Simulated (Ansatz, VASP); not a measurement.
**Two plane-wave programs on SnW2N3**

File INCAR:

```
PREC = Accurate
ENCUT = 600
EDIFF = 1E-6
ISMEAR = 0
SIGMA = 0.1
LREAL = False
LASPH = True
NELM = 100
ALGO = Normal
ISIF = 3
LWAVE = False
LCHARG = False
GGA = PE
IBRION = 2
NSW = 90
EDIFFG = -0.04
```

The input KPOINTS:

```
Automatic mesh
0
Gamma
  6 6 6
```

The input POSCAR:

```
SnW2N3
1.0
    5.2773998585      0.0000000000      0.0000000000
   -2.6386999292      4.5703623433      0.0000000000
    0.0000000000      0.0000000000      3.2135031444
Sn W N
1 2 3
Direct
    0.0000000000      0.0000000000      0.0000000000
    0.3333333333      0.6666666667      0.0000000000
    0.6666666667      0.3333333333      0.0000000000
    0.5000000000      0.0000000000      0.5000000000
    0.5000000000      0.5000000000      0.5000000000
    0.0000000000      0.5000000000      0.5000000000
```

Input for Ansatz:

```yaml
crystal:
  lattice:
    - [5.2773998585, 0.0, 0.0]
    - [-2.6386999292, 4.5703623433, 0.0]
    - [0.0, 0.0, 3.2135031444]
  atoms:
    - { symbol: Sn, position: [0.0, 0.0, 0.0] }
    - { symbol: W, position: [0.3333333333, 0.6666666667, 0.0] }
    - { symbol: W, position: [0.6666666667, 0.3333333333, 0.0] }
    - { symbol: "N", position: [0.5, 0.0, 0.5] }
    - { symbol: "N", position: [0.5, 0.5, 0.5] }
    - { symbol: "N", position: [0.0, 0.5, 0.5] }
basis:
  ecutwfc: 420
kpoints:
  mp_grid: { grid: [6, 6, 6] }
hamiltonian:
  xc: pbe
scf:
  occupations: { method: gaussian, width: 0.1 }
  lower_state_search: "off"
output:
  forces: true
  stress: true
  eigenvalues: true
relax:
  adjacent_minimum: "off"
  f_tol: 0.04
  max_steps: 70
  cell: { stress_tol: 0.4 }
```

Alike in both runs: task relaxation of cell and atoms; functional PBE; k mesh 6 × 6 × 6; occupations gaussian, width 0.1 eV; no spin polarisation.

|  | VASP | Ansatz |
| --- | --- | --- |
| version | VASP 6.6.1 | Ansatz 0.2.0 |
| potentials or method | VASP PAW PBE potentials, release 64 (Sn_d, W_sv, N), cutoff 600 eV | scalar-relativistic, plane waves, PAW |
| valence electrons in the cell | 57 | 57 |

Ansatz gave:

- gap on the k mesh at the Fermi level, each at its own relaxed structure (eV): none
- relaxed volume (Å³/atom): 12.26
- relaxed length of the cell vector where the two differ most in proportion (Å): 2.777

Question: Estimate VASP's values.

Answer: gap on the k mesh at the Fermi level, each at its own relaxed structure (eV): none; relaxed volume (Å³/atom): 12.29; relaxed length of the cell vector where the two differ most in proportion (Å): 2.782.

A gap of «none» marks a metal or a gap that the smearing closes.

Spin-orbit coupling is off throughout.
